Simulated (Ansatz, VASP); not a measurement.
## Two plane-wave programs on N

Contents of POSCAR:

```
N
1.0
    5.4729841586      0.0000000000      0.0000000000
    0.0000000000      5.4729841586      0.0000000000
    0.0000000000      0.0000000000      5.4729841586
N
8
Direct
    0.0575336933      0.0575336933      0.0575336933
    0.4424663067      0.9424663067      0.5575336933
    0.5575336933      0.4424663067      0.9424663067
    0.9424663067      0.5575336933      0.4424663067
    0.9422232621      0.9422232621      0.9422232621
    0.5577767379      0.0577767379      0.4422232621
    0.4422232621      0.5577767379      0.0577767379
    0.0577767379      0.4422232621      0.5577767379
```

Contents of INCAR.step1:

```
SYSTEM = N
PREC = Accurate
ENCUT = 520
ISMEAR = 0
SIGMA = 0.01
LREAL = .False.
LASPH = .True.
NELM = 60
NBANDS = 30
GGA = PE
ALGO = Normal
EDIFF = 1E-4
LWAVE = .True.
LCHARG = .False.
```

INCAR.step2

```
SYSTEM = N
PREC = Accurate
ENCUT = 520
EDIFF = 1E-6
ISMEAR = 0
SIGMA = 0.01
LREAL = .False.
LASPH = .True.
NELM = 60
ALGO = Normal
ISIF = 2
LWAVE = .False.
LCHARG = .False.
METAGGA = R2SCAN
LMIXTAU = .True.
NBANDS = 30
ISTART = 1
```

KPOINTS

```
regular mesh
0
Gamma
  6 6 6
  0 0 0
```

Input for Ansatz:

```yaml
crystal:
  lattice:
    - [5.4729841586, 0.0, 0.0]
    - [0.0, 5.4729841586, 0.0]
    - [0.0, 0.0, 5.4729841586]
  atoms:
    - { symbol: "N", position: [0.0575336933, 0.0575336933, 0.0575336933] }
    - { symbol: "N", position: [0.4424663067, 0.9424663067, 0.5575336933] }
    - { symbol: "N", position: [0.5575336933, 0.4424663067, 0.9424663067] }
    - { symbol: "N", position: [0.9424663067, 0.5575336933, 0.4424663067] }
    - { symbol: "N", position: [0.9422232621, 0.9422232621, 0.9422232621] }
    - { symbol: "N", position: [0.5577767379, 0.0577767379, 0.4422232621] }
    - { symbol: "N", position: [0.4422232621, 0.5577767379, 0.0577767379] }
    - { symbol: "N", position: [0.0577767379, 0.4422232621, 0.5577767379] }
kpoints:
  mp_grid: { grid: [6, 6, 6] }
  band_path:
    path:
      - [0.0, 0.0, 0.0]
      - [0.0, 0.5, 0.0]
      - [0.5, 0.5, 0.0]
      - [0.5, 0.5, 0.5]
      - [0.5, 0.0, 0.0]
      - [0.0, 0.0, 0.5]
    npoints: 1
hamiltonian:
  xc: r2scan
scf:
  occupations: { method: fixed }
  n_extra_bands: 6
output:
  forces: true
  stress: true
  eigenvalues: true
```

Alike in both runs: task single point; functional r2SCAN; k mesh 6 × 6 × 6; no spin polarisation.

|  | VASP | Ansatz |
| --- | --- | --- |
| version | VASP 6.6.1 | Ansatz 0.2.0 |
| potentials or method | VASP PAW PBE potentials, release 64 (N) | plane waves, PAW |
| plane-wave cutoff (eV) | 520 | 500 |
| occupations | gaussian, width 0.01 eV | fixed |
| valence electrons in the cell | 40 | 40 |

```tsv
	VASP	Ansatz	Ansatz less VASP
gap on the k mesh at the Fermi level (eV)	7.97	8.00	+0.035
pressure (GPa)	3.2	0.3	-2.88
rms of the force components (eV/Å)	1.303	0.032	-1.2711
```

VASP's potentials were made for PBE, not for r2SCAN. Atom by atom the forces differ by 1.335 eV/Å (rms over components). One of these differences is far larger than is usual between the two programs; its cause wasn't traced.

Noted on VASP's run: the standard files for N, O and F lose accuracy on very short bonds.
